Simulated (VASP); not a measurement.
Write the native input for VASP 6.6.1 that does the following.

| Property | Result |
| --- | --- |
| Task | single point |
| Functional | PBE |
| Potentials or basis | VASP PAW PBE potentials, release 64 (W_sv, C) |
| Cutoff | 520 eV |
| k mesh | 3 × 3 × 1 |
| Occupations | gaussian, width 0.15 eV |
| Spin | no spin polarisation |
| Dipole correction | no |
| Further INCAR settings | LREAL = Auto; ALGO = Normal; EDIFF = 1e-06; NBANDS = 128 |

The structure of W12C13 lies in POSCAR:

```
W12C13
1.0
    5.6929600000      0.0000000000      0.0000000000
   -2.8464800000      4.9302480000      0.0000000000
    0.0000000000      0.0000000000     18.9885500000
W C
12 13
Direct
    0.0000000000      0.0000000000      0.0526633155
    0.0004822502     -0.0004892249      0.2041774648
    0.0019613733     -0.0019810362      0.3641546616
    0.0000000000      0.5000000000      0.0526633155
   -0.0002117797      0.4993610869      0.2030022303
    0.0016274642      0.4987454992      0.3548112942
    0.5000000000      0.0000000000      0.0526633155
    0.5006323075      0.0002050607      0.2030022830
    0.5012368375     -0.0016447448      0.3548119261
    0.5000000000      0.5000000000      0.0526633155
    0.5001739268      0.4998194817      0.2028027943
    0.4974537408      0.5025284732      0.3518579354
    0.3333333333      0.1666666667      0.1262714109
    0.3301422572      0.1640846465      0.2772577158
    0.3579677188      0.1915727160      0.4291409297
    0.3333333333      0.6666666667      0.1262714109
    0.3331389238      0.6668508359      0.2753431937
    0.3319876659      0.6679887097      0.4150513336
    0.8333333333      0.1666666667      0.1262714109
    0.8364994093      0.1634881247      0.2781341387
    0.8247630185      0.1752139040      0.4223169752
    0.8333333333      0.6666666667      0.1262714109
    0.8359036478      0.6698466284      0.2772579265
    0.8084036048      0.6420021873      0.4291401924
    0.6279285557      0.3720399055      0.4477839014
```

These files were run (other wordings do the same):

INCAR

```
SYSTEM = W12C13
PREC = Accurate ; ENCUT = 520
EDIFF = 1E-6 ; ISMEAR = 0
SIGMA = 0.15 ; LREAL = Auto
LASPH = .True. ; NELM = 80
ALGO = Normal ; ISIF = 2
LWAVE = .False. ; LCHARG = .False.
GGA = PE ; NBANDS = 128
```

KPOINTS

```
regular mesh
0
Gamma
  3 3 1
  0 0 0
```

Potentials or basis: VASP PAW PBE potentials, release 64 (W_sv, C).

The run is started by

```console
$ cat potpaw_PBE.64/W_sv/POTCAR potpaw_PBE.64/C/POTCAR > POTCAR
$ mpirun -np 1 vasp_std > vasp.out
```

Results of the run:

The largest force is 0.544 eV/Å and the band gap on the k mesh is zero (bands 110 and 111 overlap by 0.82 eV).

Caveat: the k points lie up to 0.42 Å⁻¹ apart, too coarse for converged energies and pressures of a metal; spin-orbit coupling is left out, which moves the levels of the heavy elements.

It took 11 min on 1 thread of Intel(R) Xeon(R) 6975P-C (Granite Rapids), with other jobs on the host, peak memory 0.65 GiB.
